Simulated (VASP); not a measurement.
# ZnS (CsCl type) (Pm-3m) in VASP: notebook

ZnS (CsCl type) is run at these levels: PBE; tasks: relaxation of cell and atoms.

Everything below comes from runs of VASP 6.6.1. Logs are shortened: lines on timing, memory, paths and dates and some standing lists are left out, and cuts for length are marked.

**1. The cell of the first run**

The structure is cubic, space group Pm-3m (No. 221). Conventional cell: a = 2.916 Å, b = 2.916 Å, c = 2.916 Å, α = 90.00°, β = 90.00°, γ = 90.00°. Zn (site symmetry m-3m) has 8 S at 2.53 Å and 6 Zn at 2.92 Å within 3.3 Å. S (site symmetry m-3m) has 8 Zn at 2.53 Å and 6 S at 2.92 Å within 3.3 Å.

**2. Relaxation of cell and atoms, PBE, target pressure 37 GPa, at which the enthalpy is minimised**

File INCAR:

```
SYSTEM = ZnS
PREC = Accurate
ENCUT = 600
EDIFF = 1E-7
ISMEAR = -1
SIGMA = 0.1
LREAL = .FALSE.
LASPH = .TRUE.
NELM = 60
ALGO = Normal
ISIF = 3
LWAVE = .FALSE.
LCHARG = .FALSE.
GGA = PE
IBRION = 2
NSW = 60
EDIFFG = -0.005
PSTRESS = 370.0
```

File KPOINTS:

```
Automatic mesh
0
G
  15 15 15
  0 0 0
```

File POSCAR:

```
ZnS
1.0
    2.9162972932      0.0000000000      0.0000000000
    0.0000000000      2.9162972932      0.0000000000
    0.0000000000      0.0000000000      2.9162972932
Zn S
1 1
Direct
    0.0000000000      0.0000000000      0.0000000000
    0.5000000000      0.5000000000      0.5000000000
```

Potentials or basis: VASP PAW PBE potentials, release 64 (Zn, S).

Launch:

```bash
$ cat potpaw_PBE.64/Zn/POTCAR potpaw_PBE.64/S/POTCAR > POTCAR
$ mpirun -np 1 vasp_std > vasp.out
```

OUTCAR:

```text
SYSTEM = ZnS
   PREC = Accurate
   ENCUT = 600
   EDIFF = 1E-7
   ISMEAR = -1
   LREAL = .FALSE.
   LASPH = .TRUE.
   NELM = 60
   ISIF = 3
   GGA = PE
   IBRION = 2
   NSW = 60
   EDIFFG = -0.005
   PSTRESS = 370.0

 ion  position               nearest neighbor table
   1  0.000  0.000  0.000-   2 2.53   2 2.53   2 2.53   2 2.53   2 2.53   2 2.53   2 2.53   2 2.53

   2  0.500  0.500  0.500-   1 2.53   1 2.53   1 2.53   1 2.53   1 2.53   1 2.53   1 2.53   1 2.53

  LATTYP: Found a simple cubic cell.
 ALAT       =     2.9162972932

  Lattice vectors:

 A1 = (   2.9162972932,   0.0000000000,   0.0000000000)
 A2 = (   0.0000000000,   2.9162972932,   0.0000000000)
 A3 = (   0.0000000000,   0.0000000000,   2.9162972932)

Analysis of symmetry for initial positions (statically):
=====================================================================
 Subroutine PRICEL returns:
 Original cell was already a primitive cell.

 Routine SETGRP: Setting up the symmetry group for a
 simple cubic supercell.

 Subroutine GETGRP returns: Found 48 space group operations
 (whereof 48 operations were pure point group operations)
 out of a pool of 48 trial point group operations.

The static configuration has the point symmetry O_h .

Analysis of symmetry for dynamics (positions and initial velocities):
=====================================================================
 Subroutine PRICEL returns:
 Original cell was already a primitive cell.

 Routine SETGRP: Setting up the symmetry group for a
 simple cubic supercell.

 Subroutine GETGRP returns: Found 48 space group operations
 (whereof 48 operations were pure point group operations)
 out of a pool of 48 trial point group operations.

The dynamic configuration has the point symmetry O_h .

 Subroutine INISYM returns: Found 48 space group operations
 (whereof 48 operations are pure point group operations),
 and found     1 'primitive' translations

----------------------------------------------------------------------------------------

                                     Primitive cell

  volume of cell :      24.8025

  direct lattice vectors                    reciprocal lattice vectors
     2.916297293  0.000000000  0.000000000     0.342900569  0.000000000  0.000000000
     0.000000000  2.916297293  0.000000000     0.000000000  0.342900569  0.000000000
     0.000000000  0.000000000  2.916297293     0.000000000  0.000000000  0.342900569

  length of vectors
     2.916297293  2.916297293  2.916297293     0.342900569  0.342900569  0.342900569

[... 101 lines left out ...]
  volume/ion in A,a.u.               =      12.40        83.69
  Fermi-wavevector in a.u.,A,eV,Ry     =   1.471185  2.780136 29.448238  2.164384
  Thomas-Fermi vector in A             =   2.586351
   LORBIT       =      0    0 simple, 1 ext, 2 COOP (PROOUT), +10 PAW based schemes
   GGA     = PE    functional components
   LHFCALC =     F    Hartree Fock is set to
   AEXX    =    0.0000 exact exchange contribution
   IVDW    =     0    specifies the selected vdW correction
   LEPSILON=     F    determine dielectric tensor
   LRPA    =     F    only Hartree local field effects (RPA)
 conjugate gradient relaxation of ions
 non-spin polarized calculation
  energy-cutoff  :      600.00
  volume of cell :       24.80
 maximum number of plane-waves:       845
 NGX is ok and might be reduce to    24
   NGX = 11   NGY = 11   NGZ = 11

--------------------------------------- Ionic step        1  -------------------------------------------

 number of electron      17.9999992 magnetization

 Free energy of the ion-electron system (eV)
  ---------------------------------------------------
  ext. energy  EPLUGINS =         0.00000000
  ---------------------------------------------------
  free energy    TOTEN  =        -4.19462713 eV

  energy without entropy =       -4.16198774  energy(sigma->0) =       -4.17830743

------------------------ aborting loop because EDIFF is reached ----------------------------------------

  FORCE on cell =-STRESS in cart. coord.  units (eV):
  Direction    XX          YY          ZZ          XY          YZ          ZX
  --------------------------------------------------------------------------------------
  -------------------------------------------------------------------------------------
  Total        6.0006965      6.0006965      6.0006965      0.0000000      0.0000000     -0.0000000
  in kB      387.6295379    387.6295379    387.6295379      0.0000000      0.0000000     -0.0000000
  external PRESSURE =      17.6295379 kB  Pullay stress =     370.0000000 kB
[... 63 lines left out ...]
--------------------------------------- Ionic step        3  -------------------------------------------

 number of electron      17.9999993 magnetization

 Free energy of the ion-electron system (eV)
  ---------------------------------------------------
  ext. energy  EPLUGINS =         0.00000000
  ---------------------------------------------------
  free energy    TOTEN  =        -4.24104790 eV

  energy without entropy =       -4.20823105  energy(sigma->0) =       -4.22463947

 E-fermi :   7.8163     XC(G=0): -12.4036

 val. band max:        7.8146021582   @ k =   0.4667   0.2000   0.0667
 cond. band min:       7.8832753526   @ k =   0.4000   0.4000   0.2667
 fundamental gap:      0.0686731945
 Fermi energy:         7.8163142008

 k-point     1 :       0.0000    0.0000    0.0000
  band No.  band energies     occupation
      1      -9.1132      2.00000
      2      -0.1300      2.00000
      3      -0.1300      2.00000
      4       0.6022      2.00000
      5       0.6022      2.00000
      6       0.6022      2.00000
      7       6.0056      2.00000
      8       6.0056      2.00000
      9       6.0056      2.00000
     10       8.9293      0.00003
     11      13.3726      0.00000
     12      13.3726      0.00000
     13      22.8508      0.00000
[... 354 lines left out ...]
  band No.  band energies     occupation
      1      -7.2099      2.00000
      2      -0.8080      2.00000
      3       0.0312      2.00000
      4       0.2360      2.00000
      5       0.3118      2.00000
      6       0.5282      2.00000
      7       1.6630      2.00000
      8       4.3731      2.00000
      9       7.7738      1.20923
     10      11.4427      0.00000
     11      13.5462      0.00000
     12      17.0634      0.00000
     13      17.2279      0.00000

 [... further k-points ...]

------------------------ aborting loop because EDIFF is reached ----------------------------------------

  FORCE on cell =-STRESS in cart. coord.  units (eV):
  Direction    XX          YY          ZZ          XY          YZ          ZX
  --------------------------------------------------------------------------------------
  -------------------------------------------------------------------------------------
  Total        5.7762390      5.7762390      5.7762390     -0.0000000     -0.0000000     -0.0000000
  in kB      370.1992583    370.1992583    370.1992583     -0.0000000     -0.0000000     -0.0000000
  external PRESSURE =       0.1992583 kB  Pullay stress =     370.0000000 kB
[... 21 lines left out ...]
  energy  without entropy=       -4.2082310466  energy(sigma->0) =       -4.22463947

  enthalpy is  TOTEN    =         1.5320820345 eV   P V=        5.7731299296

 reached required accuracy - stopping structural energy minimisation
```

OSZICAR:

```text
N       E                     dE             d eps       ncg     rms          rms(c)
DAV:   1     0.922320051887E+02    0.92232E+02   -0.10511E+04  3168   0.214E+03
DAV:   2     0.991502292894E+00   -0.91241E+02   -0.86733E+02  3275   0.321E+02
DAV:   3    -0.459946900488E+01   -0.55910E+01   -0.54241E+01  3650   0.742E+01
[... 27 lines left out ...]
DAV:   5    -0.424104800600E+01    0.13568E-03   -0.11642E-04  4955   0.258E-01    0.109E-02
DAV:   6    -0.424104841863E+01   -0.41264E-06   -0.21755E-05  3415   0.514E-02    0.788E-03
DAV:   7    -0.424104776900E+01    0.64964E-06   -0.85423E-07  3630   0.783E-03    0.231E-03
DAV:   8    -0.424104788720E+01   -0.11821E-06   -0.14890E-07  2241   0.609E-03    0.906E-04
DAV:   9    -0.424104789512E+01   -0.79212E-08   -0.60716E-08  1695   0.197E-03
   3 F= 0.15320820E+01 E0= 0.15484905E+01  d E =-.107344E-02
```

CONTCAR:

```text
ZnS
   1.00000000000000
     2.9239732604677457    0.0000000000000000   -0.0000000000000000
     0.0000000000000000    2.9239732604677457   -0.0000000000000000
    -0.0000000000000000    0.0000000000000000    2.9239732604677457
  Zn              S
     1     1
Direct
     0.0000000000000000    0.0000000000000000    0.0000000000000000
     0.5000000000000000    0.5000000000000000    0.5000000000000000

  0.00000000E+00  0.00000000E+00  0.00000000E+00
  0.00000000E+00  0.00000000E+00  0.00000000E+00
```

Run time: 62 s. Hardware: 1 thread of AMD EPYC 9R45 (Zen 5), shared host; peak memory 0.14 GiB.

What came out:

```
Free energy                                                : -4.2410 eV
Relaxed volume                                             : 12.50 Å³/atom
Relaxed cell                                               : a = 2.924 Å, b = 2.924 Å, c = 2.924 Å, α = 90.00°, β = 90.00°, γ = 90.00°
Space group after relaxing (to 0.1 Å)                      : Pm-3m (No. 221)
Energy change on relaxing (the run minimises the enthalpy) : -23.2 meV/atom
Ionic steps                                                : 3
Pressure after relaxing                                    : 37.0 GPa
Band gap on the k mesh                                     : zero (bands 9 and 10 overlap by 1.73 eV)
```

The path:
```csv
step,energy change (eV),largest force (eV/Å),pressure (GPa),volume (Å³)
1,0.0000,0.0000,38.76,24.80
2,-0.1126,0.0000,34.54,25.30
3,-0.0464,0.0000,37.02,25.00
```

Final structure:
```cif
data_structure
_symmetry_space_group_name_H-M 'P 1'
_symmetry_Int_Tables_number 1
_cell_length_a 2.9240
_cell_length_b 2.9240
_cell_length_c 2.9240
_cell_angle_alpha 90.000
_cell_angle_beta 90.000
_cell_angle_gamma 90.000
_cell_volume 25.00
loop_
_atom_site_label
_atom_site_type_symbol
_atom_site_fract_x
_atom_site_fract_y
_atom_site_fract_z
_atom_site_occupancy
Zn1 Zn 0.00000 0.00000 0.00000 1
S1 S 0.50000 0.50000 0.50000 1
```

Caveat: the cell is relaxed towards a set pressure, so the run minimises the enthalpy, not the energy.

**3. Relaxation of cell and atoms, PBE, target pressure 37 GPa, at which the enthalpy is minimised**

This run uses another cell than the first one, of 12.48 Å³/atom.

File INCAR:

```
  PREC = Accurate
  ENCUT = 600
  EDIFF = 1E-6
  ISMEAR = -1
  SIGMA = 0.1
  LREAL = False
  LASPH = True
  NELM = 80
  ALGO = Normal
  ISIF = 3
  LWAVE = False
  LCHARG = False
  GGA = PE
  IBRION = 2
  NSW = 32
  EDIFFG = -0.005
  PSTRESS = 370.0
```

File KPOINTS:

```
regular mesh
0
Gamma
  15 15 15
```

File POSCAR:

```
ZnS
1.0
    2.9223406348      0.0000000000      0.0000000000
    0.0000000000      2.9223406348      0.0000000000
    0.0000000000      0.0000000000      2.9223406348
Zn S
1 1
Direct
    0.0000000000      0.0000000000      0.0000000000
    0.5000000000      0.5000000000      0.5000000000
```

Potentials or basis: VASP PAW PBE potentials, release 64 (Zn, S).

Launch:

```bash
$ cat potpaw_PBE.64/Zn/POTCAR potpaw_PBE.64/S/POTCAR > POTCAR
$ mpirun -np 1 vasp_std > vasp.out
```

OUTCAR:

```text
PREC = Accurate
   ENCUT = 600
   EDIFF = 1E-6
   ISMEAR = -1
   LREAL = False
   LASPH = True
   NELM = 80
   ISIF = 3
   GGA = PE
   IBRION = 2
   NSW = 32
   EDIFFG = -0.005
   PSTRESS = 370.0

 ion  position               nearest neighbor table
   1  0.000  0.000  0.000-   2 2.53   2 2.53   2 2.53   2 2.53   2 2.53   2 2.53   2 2.53   2 2.53

   2  0.500  0.500  0.500-   1 2.53   1 2.53   1 2.53   1 2.53   1 2.53   1 2.53   1 2.53   1 2.53

  LATTYP: Found a simple cubic cell.
 ALAT       =     2.9223406348

  Lattice vectors:

 A1 = (   2.9223406348,   0.0000000000,   0.0000000000)
 A2 = (   0.0000000000,   2.9223406348,   0.0000000000)
 A3 = (   0.0000000000,   0.0000000000,   2.9223406348)

Analysis of symmetry for initial positions (statically):
[... 270 lines left out ...]
      2      -0.1301      2.00000
      3      -0.1301      2.00000
      4       0.6021      2.00000
      5       0.6021      2.00000
      6       0.6021      2.00000
      7       6.0054      2.00000
      8       6.0054      2.00000
      9       6.0054      2.00000
     10       8.9290      0.00003
     11      13.3724      0.00000
     12      13.3724      0.00000
     13      22.8504      0.00000
[... 354 lines left out ...]
  band No.  band energies     occupation
      1      -7.2100      2.00000
      2      -0.8080      2.00000
      3       0.0312      2.00000
      4       0.2359      2.00000
      5       0.3118      2.00000
      6       0.5282      2.00000
      7       1.6629      2.00000
      8       4.3729      2.00000
      9       7.7737      1.20921
     10      11.4424      0.00000
     11      13.5460      0.00000
     12      17.0632      0.00000
     13      17.2277      0.00000

 [... further k-points ...]

------------------------ aborting loop because EDIFF is reached ----------------------------------------

  FORCE on cell =-STRESS in cart. coord.  units (eV):
  Direction    XX          YY          ZZ          XY          YZ          ZX
  --------------------------------------------------------------------------------------
  -------------------------------------------------------------------------------------
  Total        5.7739459      5.7739459      5.7739459      0.0000000      0.0000000      0.0000000
  in kB      370.0473539    370.0473539    370.0473539      0.0000000      0.0000000      0.0000000
  external PRESSURE =       0.0473539 kB  Pullay stress =     370.0000000 kB
[... 21 lines left out ...]
  energy  without entropy=       -4.2083661060  energy(sigma->0) =       -4.22477476

  enthalpy is  TOTEN    =         1.5320235861 eV   P V=        5.7732069990

 reached required accuracy - stopping structural energy minimisation
```

Wall time 47 s (1 thread of AMD EPYC 9R45 (Zen 5), shared host); peak memory 0.15 GiB.

Results:

```
Free energy                                                : -4.2412 eV
Relaxed volume                                             : 12.50 Å³/atom
Relaxed cell                                               : a = 2.924 Å, b = 2.924 Å, c = 2.924 Å, α = 90.00°, β = 90.00°, γ = 90.00°
Space group after relaxing (to 0.1 Å)                      : Pm-3m (No. 221)
Energy change on relaxing (the run minimises the enthalpy) : -4.9 meV/atom
Ionic steps                                                : 3
Pressure after relaxing                                    : 37.0 GPa
Band gap on the k mesh                                     : zero (bands 9 and 10 overlap by 1.73 eV)
```

Step by step:
```tsv
step	energy change (eV)	largest force (eV/Å)	pressure (GPa)	volume (Å³)
1	0.0000	0.0000	37.38	24.96
2	-0.0245	0.0000	36.47	25.06
3	-0.0098	0.0000	37.00	25.00
```

Final structure:
```
CELL_PARAMETERS angstrom
2.92399 0.00000 0.00000
0.00000 2.92399 0.00000
0.00000 0.00000 2.92399
ATOMIC_POSITIONS crystal
Zn 0.00000 0.00000 0.00000
S 0.50000 0.50000 0.50000
```

Caveat: the cell is relaxed towards a set pressure, so the run minimises the enthalpy, not the energy.
